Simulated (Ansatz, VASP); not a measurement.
## One calculation of GaN, two programs

The input INCAR:

```
  ALGO = Normal
  EDIFF = 1E-6
  ENCUT = 520
  GGA = PE
  ISIF = 2
  ISMEAR = 0
  LASPH = T
  LCHARG = F
  LREAL = F
  LWAVE = F
  NBANDS = 16
  NELM = 100
  PREC = Accurate
  SIGMA = 0.026000000000000002
```

The input KPOINTS:

```
k-points
0
Gamma
  10 10 10
```

POSCAR

```
GaN
1.0
    0.0000000000      2.2535006075      2.2535006075
    2.2535006075      0.0000000000      2.2535006075
    2.2535006075      2.2535006075      0.0000000000
Ga N
1 1
Direct
    0.0000000000      0.0000000000      0.0000000000
    0.2500000000      0.2500000000      0.2500000000
```

File input.yaml:

```yaml
crystal:
  lattice:
    - [0.0, 2.2535006075, 2.2535006075]
    - [2.2535006075, 0.0, 2.2535006075]
    - [2.2535006075, 2.2535006075, 0.0]
  atoms:
    - { symbol: Ga, position: [0.0, 0.0, 0.0] }
    - { symbol: "N", position: [0.25, 0.25, 0.25] }
hamiltonian:
  xc: pbe
  pseudopotentials: { kind: paw }
kpoints:
  mp_grid: { grid: [10, 10, 10] }
scf:
  occupations: { method: gaussian, width: 0.026 }
output:
  forces: true
  stress: true
  eigenvalues: true
  write_density: true
  write_potential: true
  elf: true
  volumetric_format: npy
```

Alike in both runs: task single point; functional PBE; k mesh 10 × 10 × 10; occupations gaussian, width 0.026 eV; no spin polarisation.

|  | VASP | Ansatz |
| --- | --- | --- |
| version | VASP 6.6.1 | Ansatz 0.2.0 |
| potentials or method | VASP PAW PBE potentials, release 64 (Ga_d, N) | Ansatz PAW |
| plane-wave cutoff (eV) | 520 | 420 |
| valence electrons in the cell | 18 | 18 |

|  | VASP | Ansatz | Ansatz less VASP |
| --- | --- | --- | --- |
| gap on the k mesh at the Fermi level (eV) | 1.72 | 1.72 | -0.007 |
| least direct gap on the mesh (eV) | 1.72 | 1.72 | -0.007 |
| pressure (GPa) | 5.1 | 5.0 | -0.07 |

The functional is the same, so the differences come from potentials, cutoffs and numerics.
